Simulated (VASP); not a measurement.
MgO:

```xyz
2
Lattice="0.5205 2.4245 2.4245 2.4245 0.5205 2.4245 2.4245 2.4245 0.5205" Properties=species:S:1:pos:R:3 pbc="T T T"
Mg    0.0000    0.0000    0.0000
O     2.6848    2.6848    2.6848
```

This cell differs from its parent crystal: ratio of the length along [111] to the lengths across it x 1.41, volume and fractional coordinates fixed.

Base run:

```yaml
Program: VASP 6.6.1
Functional: PBE
Potentials_or_basis: VASP PAW PBE potentials, release 64 (Mg, O)
Cutoff: 600 eV
k_mesh: 10 × 10 × 10
Occupations: gaussian, width 0.05 eV
Spin: no spin polarisation
```

Its results: band gap on the k mesh 0.25 eV, direct; pressure 2.4 GPa.

Q: The run is repeated on the same cell with these changes: dispersion from none to D3(BJ). What comes out?

A: Band gap on the k mesh 0.25 eV, direct; pressure -2.4 GPa.

Dispersion adds attraction, which lowers the pressure at fixed volume and, as a term added to the energy, leaves the levels alone.

